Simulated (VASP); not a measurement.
TiTe2:

```
Te Ti
1.0
     3.77700    0.00000    0.00000
    -1.88850    3.27098    0.00000
     0.00000    0.00000    6.49800
Te Ti
2 1
Direct
  0.33333 0.66667 0.73720
  0.66667 0.33333 0.26280
  0.00000 0.00000 0.00000
```

```yaml
Program: VASP 6.6.1
Task: relaxation of cell and atoms
Functional: PBE
Potentials_or_basis: VASP PAW PBE potentials, release 64 (Te, Ti_sv)
Cutoff: 600 eV
k_mesh: 8 × 8 × 4
Occupations: fermi-dirac, width 0.05 eV
Spin: no spin polarisation
```

At the start: pressure 0.9 GPa; volume 26.76 Å³/atom.

Where does the relaxation end?

Over 8 steps the energy falls by 3.2 meV/atom and the volume is 27.81 Å³/atom (+3.9 %); space group P-3m1 (No. 164, to 0.05 Å).

The path:
```csv
step,energy change (eV),largest force (eV/Å),pressure (GPa),volume (Å³)
1,0.0000,0.0218,0.89,80.28
2,-0.0024,0.1823,-0.50,82.02
3,-0.0034,0.1111,-0.02,81.40
4,-0.0047,0.0979,-0.01,81.58
5,-0.0075,0.0589,0.03,82.13
6,-0.0094,0.0141,0.14,83.22
7,-0.0086,0.0658,-0.45,84.17
8,-0.0095,0.0046,0.00,83.44
```

Final structure:
```
CELL_PARAMETERS angstrom
3.78447 0.00000 0.00000
-1.89224 3.27745 0.00000
0.00000 0.00000 6.72719
ATOMIC_POSITIONS crystal
Te 0.33333 0.66667 0.74455
Te 0.66667 0.33333 0.25545
Ti 0.00000 0.00000 0.00000
```

Caveat: this functional lacks dispersion, which binds the layers, so the pressure and a relaxed spacing across them are unreliable.
